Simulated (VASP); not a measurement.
The system is BP.

```
B P
1.0
     0.00000    2.26832    2.33637
     2.26832    0.00000    2.33637
     2.26832    2.26832    0.00000
B P
1 1
Direct
  0.00000 0.00000 0.00000
  0.25000 0.25000 0.25000
```

This cell differs from its parent crystal: uniaxial z strain +3.0%.

Base run:

* Program: VASP 6.6.1
* Functional: PBE
* Potentials or basis: VASP PAW PBE potentials, release 64 (B, P)
* Cutoff: 520 eV
* k mesh: 6 × 6 × 6
* Occupations: gaussian, width 0.01 eV
* Spin: no spin polarisation

Its results: band gap on the k mesh 1.18 eV, indirect (least direct gap 3.21 eV); pressure -3.5 GPa.

Task: The run is repeated on the same cell with these changes: k mesh from 6 × 6 × 6 to 10 × 10 × 10; occupations from gaussian, width 0.01 eV to fermi-dirac, width 0.02 eV. What comes out?

Result: Band gap on the k mesh 1.06 eV, indirect (least direct gap 3.21 eV); pressure -3.6 GPa.

A k mesh can miss the band edges.
